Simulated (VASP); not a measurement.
# CdSe (F-43m) in VASP: notebook

CdSe is run at these levels: r2SCAN; tasks: single point.

All numbers are computed with VASP 6.6.1; they aren't measurements. Logs are shortened: lines on timing, memory, paths and dates and some standing lists are left out, and cuts for length are marked.

## (1) The cell of the first run

The structure is cubic, space group F-43m (No. 216). The conventional cell has a = 6.134 Å, b = 6.134 Å, c = 6.134 Å, α = 90.00°, β = 90.00°, γ = 90.00°. Within 3.5 Å of Cd (site symmetry -43m) lie 4 Se at 2.66 Å. Within 3.5 Å of Se (site symmetry -43m) lie 4 Cd at 2.66 Å.

## (2) Single point, r2SCAN

File POSCAR:

```
CdSe
1.0
    0.0000000000      3.0669795869      3.0669795869
    3.0669795869      0.0000000000      3.0669795869
    3.0669795869      3.0669795869      0.0000000000
Cd Se
1 1
Direct
   -0.0000000014     -0.0000000014     -0.0000000014
    0.7500000014      0.7500000014      0.7500000014
```

File INCAR.step1:

```
SYSTEM = CdSe
PREC = Accurate
ENCUT = 520
ISMEAR = -1
SIGMA = 0.05
LREAL = .False.
LASPH = .True.
NELM = 80
NBANDS = 16
GGA = PE
ALGO = Normal
EDIFF = 1E-4
LWAVE = .True.
LCHARG = .False.
```

File INCAR.step2:

```
SYSTEM = CdSe
PREC = Accurate
ENCUT = 520
EDIFF = 1E-7
ISMEAR = -1
SIGMA = 0.05
LREAL = .False.
LASPH = .True.
NELM = 80
ALGO = Normal
ISIF = 2
LWAVE = .False.
LCHARG = .True.
METAGGA = R2SCAN
LMIXTAU = .True.
LELF = .True.
LVHAR = .True.
NBANDS = 16
ISTART = 1
```

File KPOINTS:

```
Automatic mesh
0
Gamma
  6 6 6
  0 0 0
```

Potentials or basis: VASP PAW PBE potentials, release 64 (Cd, Se).

Launch:

```sh
cat potpaw_PBE.64/Cd/POTCAR potpaw_PBE.64/Se/POTCAR > POTCAR
cp INCAR.step1 INCAR
mpirun -np 1 vasp_std > vasp.out
cp INCAR.step2 INCAR
mpirun -np 1 vasp_std > vasp.out
```

OUTCAR:

```text
SYSTEM = CdSe
   PREC = Accurate
   ENCUT = 520
   EDIFF = 1E-7
   ISMEAR = -1
   LREAL = .False.
   LASPH = .True.
   NELM = 80
   ISIF = 2
   METAGGA = R2SCAN
   ISTART = 1

 ion  position               nearest neighbor table
   1  1.000  1.000  1.000-   2 2.66   2 2.66   2 2.66   2 2.66
   2  0.750  0.750  0.750-   1 2.66   1 2.66   1 2.66   1 2.66

  LATTYP: Found a face centered cubic cell.
 ALAT       =     6.1339591738

  Lattice vectors:

 A1 = (   0.0000000000,   3.0669795869,   3.0669795869)
 A2 = (   3.0669795869,   0.0000000000,   3.0669795869)
 A3 = (   3.0669795869,   3.0669795869,   0.0000000000)

Analysis of symmetry for initial positions (statically):
=====================================================================
 Subroutine PRICEL returns:
 Original cell was already a primitive cell.

 Routine SETGRP: Setting up the symmetry group for a
 face centered cubic supercell.

 Subroutine GETGRP returns: Found 24 space group operations
 (whereof 24 operations were pure point group operations)
 out of a pool of 48 trial point group operations.

The static configuration has the point symmetry T_d .

Analysis of symmetry for dynamics (positions and initial velocities):
=====================================================================
 Subroutine PRICEL returns:
 Original cell was already a primitive cell.

 Routine SETGRP: Setting up the symmetry group for a
 face centered cubic supercell.

 Subroutine GETGRP returns: Found 24 space group operations
 (whereof 24 operations were pure point group operations)
 out of a pool of 48 trial point group operations.

The dynamic configuration has the point symmetry T_d .

 Subroutine INISYM returns: Found 24 space group operations
 (whereof 24 operations are pure point group operations),
 and found     1 'primitive' translations

----------------------------------------------------------------------------------------

                                     Primitive cell

  volume of cell :      57.6983

  direct lattice vectors                    reciprocal lattice vectors
     0.000000000  3.066979587  3.066979587    -0.163026843  0.163026843  0.163026843
     3.066979587  0.000000000  3.066979587     0.163026843 -0.163026843  0.163026843
     3.066979587  3.066979587  0.000000000     0.163026843  0.163026843 -0.163026843

  length of vectors
     4.337364127  4.337364127  4.337364127     0.282370775  0.282370775  0.282370775

  position of ions in fractional coordinates (direct lattice)
     0.999999999  0.999999999  0.999999999
     0.750000001  0.750000001  0.750000001
[... 67 lines left out ...]
   NELM   =     80;   NELMIN=  2; NELMDL=  0     # of ELM steps
   EDIFF  = 0.1E-06   stopping-criterion for ELM
   LREAL  =      F    real-space projection
   EDIFFG = 0.1E-05   stopping-criterion for IOM
   NSW    =      0    number of steps for IOM
   IBRION =     -1    ionic relax: 0-MD 1-quasi-New 2-CG
   NFREE  =      0    steps in history (QN), initial steepest desc. (CG)
   ISIF   =      2    stress and relaxation
   ISYM   =      2    0-nonsym 1-usesym 2-fastsym
   POTIM  = 0.5000    time-step for ionic-motion
   TEBEG  =    0.0;   TEEND  =   0.0 temperature during run
   PSTRESS=    0.0 pullay stress
   NELECT =      18.0000    total number of electrons
   NUPDOWN=      -1.0000    fix difference up-down
   EMIN   =  10.00;   EMAX   =-10.00  energy-range for DOS
   EFERMI =   0.00;   METHOD = LEGACY
   ISMEAR =    -1;   SIGMA  =   0.05  broadening in eV -4-tet -1-fermi 0-gaus
   EFERMI_NEDOS =   21; number of points for ismear=-14 and -15
   IALGO  =     38    algorithm
   IMIX   =      4    mixing-type and parameters
     AMIX     =   0.40;   BMIX     =  1.00
     AMIX_MAG =   1.60;   BMIX_MAG =  1.00
  volume/ion in A,a.u.               =      28.85       194.68
  Fermi-wavevector in a.u.,A,eV,Ry     =   1.110311  2.098184 16.773144  1.232791
  Thomas-Fermi vector in A             =   2.246861
   LORBIT       =      0    0 simple, 1 ext, 2 COOP (PROOUT), +10 PAW based schemes
   METAGGA = R2SCAN    functional components
   LHFCALC =     F    Hartree Fock is set to
   AEXX    =    0.0000 exact exchange contribution
   IVDW    =     0    specifies the selected vdW correction
   LEPSILON=     F    determine dielectric tensor
   LRPA    =     F    only Hartree local field effects (RPA)
 non-spin polarized calculation
  energy-cutoff  :      520.00
  volume of cell :       57.70
 maximum number of plane-waves:      1588
   NGX = 17   NGY = 17   NGZ = 17

 number of electron      18.0000008 magnetization

 Free energy of the ion-electron system (eV)
  ---------------------------------------------------
  ext. energy  EPLUGINS =         0.00000000
  ---------------------------------------------------
  free energy    TOTEN  =       -35.91292210 eV

  energy without entropy =      -35.91292143  energy(sigma->0) =      -35.91292177

 E-fermi :   0.9904     XC(G=0):  -9.3060

 val. band max:        0.4466227626   @ k =   0.0000   0.0000   0.0000
 cond. band min:       1.4744053376   @ k =   0.0000   0.0000   0.0000
 fundamental gap:      1.0277825749
 Fermi energy:         0.9904346032

 k-point     1 :       0.0000    0.0000    0.0000
  band No.  band energies     occupation
      1     -12.4285      2.00000
      2      -7.6409      2.00000
      3      -7.6408      2.00000
      4      -7.6408      2.00000
      5      -7.2675      2.00000
      6      -7.2675      2.00000
[... 281 lines left out ...]
      3      -7.4358      2.00000
      4      -7.3297      2.00000
      5      -7.2406      2.00000
      6      -6.8270      2.00000
[... 8 lines left out ...]
     15      13.8388      0.00000
     16      13.9990      0.00000

------------------------ aborting loop because EDIFF is reached ----------------------------------------

  FORCE on cell =-STRESS in cart. coord.  units (eV):
  Direction    XX          YY          ZZ          XY          YZ          ZX
  --------------------------------------------------------------------------------------
  -------------------------------------------------------------------------------------
  Total        0.0865313      0.0865313      0.0865313     -0.0000000      0.0000000      0.0000000
  in kB        2.4028187      2.4028187      2.4028187     -0.0000000      0.0000000      0.0000000
  external PRESSURE =       2.4028187 kB  Pullay stress =       0.0000000 kB

 VOLUME and BASIS-vectors are now :
 -----------------------------------------------------------------------------
  energy-cutoff  :      520.00
  volume of cell :       57.70
      direct lattice vectors                 reciprocal lattice vectors
     0.000000000  3.066979587  3.066979587    -0.163026843  0.163026843  0.163026843
     3.066979587  0.000000000  3.066979587     0.163026843 -0.163026843  0.163026843
     3.066979587  3.066979587  0.000000000     0.163026843  0.163026843 -0.163026843

 POSITION                                       TOTAL-FORCE (eV/Angst)
 -----------------------------------------------------------------------------------
      6.13396      6.13396      6.13396        -0.000000      0.000000      0.000000
      4.60047      4.60047      4.60047         0.000000      0.000000     -0.000000
 -----------------------------------------------------------------------------------
    total drift:                                0.000004      0.000004      0.000004

  FREE ENERGIE OF THE ION-ELECTRON SYSTEM (eV)
  ---------------------------------------------------
  free  energy   TOTEN  =       -35.9129220983 eV

  energy  without entropy=      -35.9129214338  energy(sigma->0) =      -35.91292177
```

Run time: 36 s. Hardware: 1 thread of Intel Xeon Platinum 8488C (Sapphire Rapids), shared host; peak memory 0.19 GiB.

What came out:

- Free energy: -35.9129 eV
- Pressure: 0.2 GPa
- Band gap on the k mesh: 1.03 eV, direct

Levels at points of the mesh, in eV from the valence-band top:
```tsv
k point	band 5	band 6	band 7	band 8	band 9	band 10	band 11	band 12	band 13	band 14
(0.00, 0.00, 0.00)	-7.71	-7.71	0.00	0.00	0.00	1.03	6.47	6.47	6.47	10.21
(0.50, 0.00, 0.00)	-7.69	-7.43	-4.28	-0.72	-0.72	2.83	6.92	6.92	7.74	10.50
(0.50, 0.50, 0.00)	-7.66	-7.36	-3.97	-1.80	-1.80	3.50	4.13	9.56	10.80	10.80
```

Caveat: the PAW data sets were made with another functional, which shifts forces and pressure a little. r2SCAN opens gaps a little over a GGA but as a rule still falls short of measured ones.

## (3) Single point, r2SCAN

This run uses another cell than the first one, of 28.94 Å³/atom, 1.003 times its volume.

File POSCAR:

```
CdSe
1.0
    0.0000000000      3.0702712000      3.0702712000
    3.0702712000      0.0000000000      3.0702712000
    3.0702712000      3.0702712000      0.0000000000
Cd Se
1 1
Direct
    0.0000000000      0.0000000000      0.0000000000
    0.7500000000      0.7500000000      0.7500000000
```

File INCAR.step1:

```
SYSTEM = CdSe
PREC = Accurate
ENCUT = 520
ISMEAR = -1
SIGMA = 0.05
LREAL = .FALSE.
LASPH = .TRUE.
NELM = 60
NBANDS = 16
GGA = PE
ALGO = Normal
EDIFF = 1E-4
LWAVE = .TRUE.
LCHARG = .FALSE.
```

File INCAR.step2:

```
SYSTEM = CdSe
PREC = Accurate
ENCUT = 520
EDIFF = 1E-7
ISMEAR = -1
SIGMA = 0.05
LREAL = .FALSE.
LASPH = .TRUE.
NELM = 60
ALGO = Normal
ISIF = 2
LWAVE = .FALSE.
LCHARG = .FALSE.
METAGGA = R2SCAN
LMIXTAU = .TRUE.
NBANDS = 16
ISTART = 1
```

File KPOINTS:

```
Automatic mesh
0
G
  6 6 6
  0 0 0
```

Potentials or basis: VASP PAW PBE potentials, release 64 (Cd, Se).

Launch:

```sh
cat potpaw_PBE.64/Cd/POTCAR potpaw_PBE.64/Se/POTCAR > POTCAR
cp INCAR.step1 INCAR
mpirun -np 1 vasp_std > vasp.out
cp INCAR.step2 INCAR
mpirun -np 1 vasp_std > vasp.out
```

It took 33 s on 1 thread of Intel Xeon Platinum 8488C (Sapphire Rapids), shared host; peak memory 0.19 GiB.

Results (log left out):

| Item | Value |
| --- | --- |
| Free energy | -35.9131 eV |
| Pressure | 0.1 GPa |
| Band gap on the k mesh | 1.02 eV, direct |

Levels at points of the mesh, in eV from the valence-band top:
```tsv
k point	band 5	band 6	band 7	band 8	band 9	band 10	band 11	band 12	band 13	band 14
(0.00, 0.00, 0.00)	-7.71	-7.71	0.00	0.00	0.00	1.02	6.47	6.47	6.47	10.19
(0.50, 0.00, 0.00)	-7.69	-7.42	-4.26	-0.72	-0.72	2.82	6.92	6.92	7.73	10.49
(0.50, 0.50, 0.00)	-7.65	-7.36	-3.96	-1.79	-1.79	3.50	4.12	9.55	10.78	10.78
```

Caveat: the PAW data sets were made with another functional, which shifts forces and pressure a little.
